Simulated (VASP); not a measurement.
# Ta (Im-3m) in VASP: further runs, part 2 of 2

VASP 6.6.1.

### Step 3. Relaxation of cell and atoms, LDA

This run uses another cell than the first one, of 17.22 Å³/atom.

File INCAR:

```
SYSTEM = Ta
ALGO = Normal
EDIFF = 1E-6
EDIFFG = -0.001
ENCUT = 600
GGA = CA
IBRION = 2
ISIF = 3
ISMEAR = -1
LASPH = .True.
LCHARG = .False.
LREAL = .False.
LWAVE = .False.
NELM = 60
NSW = 80
PREC = Accurate
SIGMA = 0.15
```

File KPOINTS:

```
k-points
0
Gamma
  26 26 26
  0 0 0
```

File POSCAR:

```
Ta
1.0
   -1.6267481472      1.6267481472      1.6267481472
    1.6267481472     -1.6267481472      1.6267481472
    1.6267481472      1.6267481472     -1.6267481472
Ta
1
Direct
    0.0000000000      0.0000000000      0.0000000000
```

Potentials or basis: VASP PAW LDA potentials, release 64 (Ta_pv).

Command:

```
cat potpaw_LDA.64/Ta_pv/POTCAR > POTCAR
mpirun -np 1 vasp_std > vasp.out
```

OUTCAR:

```text
SYSTEM = Ta
   EDIFF = 1E-6
   EDIFFG = -0.001
   ENCUT = 600
   GGA = CA
   IBRION = 2
   ISIF = 3
   ISMEAR = -1
   LASPH = .True.
   LREAL = .False.
   NELM = 60
   NSW = 80
   PREC = Accurate

 ion  position               nearest neighbor table
   1  0.000  0.000  0.000-

  LATTYP: Found a body centered cubic cell.
 ALAT       =     3.2534962944

  Lattice vectors:

 A1 = (  -1.6267481472,   1.6267481472,   1.6267481472)
 A2 = (   1.6267481472,  -1.6267481472,   1.6267481472)
 A3 = (   1.6267481472,   1.6267481472,  -1.6267481472)

Analysis of symmetry for initial positions (statically):
=====================================================================
 Subroutine PRICEL returns:
 Original cell was already a primitive cell.

 Routine SETGRP: Setting up the symmetry group for a
 body centered cubic supercell.

 Subroutine GETGRP returns: Found 48 space group operations
 (whereof 48 operations were pure point group operations)
 out of a pool of 48 trial point group operations.

The static configuration has the point symmetry O_h .

Analysis of symmetry for dynamics (positions and initial velocities):
=====================================================================
 Subroutine PRICEL returns:
 Original cell was already a primitive cell.

 Routine SETGRP: Setting up the symmetry group for a
 body centered cubic supercell.

 Subroutine GETGRP returns: Found 48 space group operations
 (whereof 48 operations were pure point group operations)
 out of a pool of 48 trial point group operations.

The dynamic configuration has the point symmetry O_h .

 Subroutine INISYM returns: Found 48 space group operations
 (whereof 48 operations are pure point group operations),
 and found     1 'primitive' translations

----------------------------------------------------------------------------------------
[... 125 lines left out ...]
  volume of cell :       17.22
 maximum number of plane-waves:       603
   NGX = 11   NGY = 11   NGZ = 11

--------------------------------------- Ionic step        1  -------------------------------------------

 number of electron      11.0000000 magnetization

 Free energy of the ion-electron system (eV)
  ---------------------------------------------------
  ext. energy  EPLUGINS =         0.00000000
  ---------------------------------------------------
  free energy    TOTEN  =       -12.87448580 eV

  energy without entropy =      -12.78334460  energy(sigma->0) =      -12.82891520

------------------------ aborting loop because EDIFF is reached ----------------------------------------

  FORCE on cell =-STRESS in cart. coord.  units (eV):
  Direction    XX          YY          ZZ          XY          YZ          ZX
  --------------------------------------------------------------------------------------
  -------------------------------------------------------------------------------------
  Total        0.1384897      0.1384897      0.1384897      0.0000000     -0.0000000      0.0000000
  in kB       12.8856698     12.8856698     12.8856698      0.0000000     -0.0000000      0.0000000
  external PRESSURE =      12.8856698 kB  Pullay stress =       0.0000000 kB
[... 57 lines left out ...]
--------------------------------------- Ionic step        3  -------------------------------------------

 number of electron      11.0000000 magnetization

 Free energy of the ion-electron system (eV)
  ---------------------------------------------------
  ext. energy  EPLUGINS =         0.00000000
  ---------------------------------------------------
  free energy    TOTEN  =       -12.87487845 eV

  energy without entropy =      -12.78319749  energy(sigma->0) =      -12.82903797

 E-fermi :   5.7586     XC(G=0): -12.9953

 val. band max:        5.7566108786   @ k =   0.3077   0.1154   0.0769
 cond. band min:       5.7586438829   @ k =  -0.3846   0.5000   0.1923
 fundamental gap:      0.0020330043
 Fermi energy:         5.7586302242

 k-point     1 :       0.0000    0.0000    0.0000
  band No.  band energies     occupation
      1     -27.0117      2.00000
      2     -27.0117      2.00000
      3     -27.0117      2.00000
      4      -2.2597      2.00000
      5       6.3991      0.02759
      6       6.3991      0.02759
      7       6.3991      0.02758
      8       9.7978      0.00000
      9       9.7978      0.00000
[... 265 lines left out ...]
 k-point    24 :       0.3846    0.0385    0.0000
  band No.  band energies     occupation
      1     -28.2556      2.00000
      2     -27.4158      2.00000
      3     -27.0294      2.00000
      4       1.2283      2.00000
      5       4.2030      1.99994
      6       6.6185      0.00646
      7       9.7481      0.00000
      8      10.6051      0.00000
      9      12.7296      0.00000

 [... further k-points ...]

------------------------ aborting loop because EDIFF is reached ----------------------------------------

  FORCE on cell =-STRESS in cart. coord.  units (eV):
  Direction    XX          YY          ZZ          XY          YZ          ZX
  --------------------------------------------------------------------------------------
  -------------------------------------------------------------------------------------
  Total       -0.0006126     -0.0006126     -0.0006126      0.0000000     -0.0000000      0.0000000
  in kB       -0.0566632     -0.0566632     -0.0566632      0.0000000     -0.0000000      0.0000000
  external PRESSURE =      -0.0566632 kB  Pullay stress =       0.0000000 kB
[... 16 lines left out ...]
  FREE ENERGIE OF THE ION-ELECTRON SYSTEM (eV)
  ---------------------------------------------------
  free  energy   TOTEN  =       -12.8748784537 eV

  energy  without entropy=      -12.7831974949  energy(sigma->0) =      -12.82903797

 reached required accuracy - stopping structural energy minimisation
```

OSZICAR:

```text
N       E                     dE             d eps       ncg     rms          rms(c)
DAV:   1     0.512855127061E+02    0.51286E+02   -0.71042E+03  9206   0.131E+03
DAV:   2    -0.126008178187E+02   -0.63886E+02   -0.62907E+02 11879   0.263E+02
[... 16 lines left out ...]
   2 F= -.12872542E+02 E0= -.12826043E+02  d E =0.194346E-02
       N       E                     dE             d eps       ncg     rms          rms(c)
DAV:   1    -0.128876551439E+02   -0.15113E-01   -0.42396E-01  9338   0.951E+00    0.103E+00
DAV:   2    -0.128772060452E+02    0.10449E-01   -0.14293E-02  9396   0.156E+00    0.344E-01
DAV:   3    -0.128748469134E+02    0.23591E-02   -0.75271E-03  9526   0.109E+00    0.136E-01
DAV:   4    -0.128748787614E+02   -0.31848E-04   -0.98833E-05 11212   0.107E-01    0.145E-02
DAV:   5    -0.128748784537E+02    0.30764E-06   -0.81657E-06  9610   0.351E-02
   3 F= -.12874878E+02 E0= -.12829038E+02  d E =-.392652E-03
```

It took 2.5 min on 1 thread of Intel Xeon 8259CL, shared host; peak memory 0.23 GiB.

What came out:

```yaml
Free_energy: -12.8749 eV
Relaxed_volume: 17.32 Å³/atom
Relaxed_cell: a = 2.823 Å, b = 2.823 Å, c = 2.823 Å, α = 109.47°, β = 109.47°, γ = 109.47°
Space_group_after_relaxing_to_0.1_Å: Im-3m (No. 229)
Energy_gained_by_relaxing: 0.4 meV/atom
Ionic_steps: 3
Pressure_after_relaxing: 0.0 GPa
Band_gap_on_the_k_mesh: zero (an odd number of electrons rules out a gap without spin polarisation)
```

Step by step:
| step | energy change (eV) | largest force (eV/Å) | pressure (GPa) | volume (Å³) |
| --- | --- | --- | --- | --- |
| 1 | 0.0000 | 0.0000 | 1.29 | 17.22 |
| 2 | 0.0019 | 0.0000 | -2.99 | 17.57 |
| 3 | -0.0004 | 0.0000 | -0.01 | 17.32 |

Final structure:
```
CELL_PARAMETERS angstrom
-1.62991 1.62991 1.62991
1.62991 -1.62991 1.62991
1.62991 1.62991 -1.62991
ATOMIC_POSITIONS crystal
Ta 0.00000 0.00000 0.00000
```

Levels at points of the mesh, in eV from the Fermi level:
| k point | band 2 | band 3 | band 4 | band 5 | band 6 | band 7 | band 8 | band 9 |
| --- | --- | --- | --- | --- | --- | --- | --- | --- |
| (0.00, 0.00, 0.00) | -32.77 | -32.77 | -8.02 | 0.64 | 0.64 | 0.64 | 4.04 | 4.04 |
| (0.50, 0.00, 0.00) | -33.21 | -32.78 | -4.58 | -1.73 | 1.90 | 3.95 | 5.01 | 8.11 |
| (0.50, 0.50, 0.50) | -33.71 | -33.71 | -4.09 | -4.09 | 7.08 | 7.08 | 7.08 | 9.09 |

Caveat: spin-orbit coupling is left out, which moves the levels of the heavy elements.
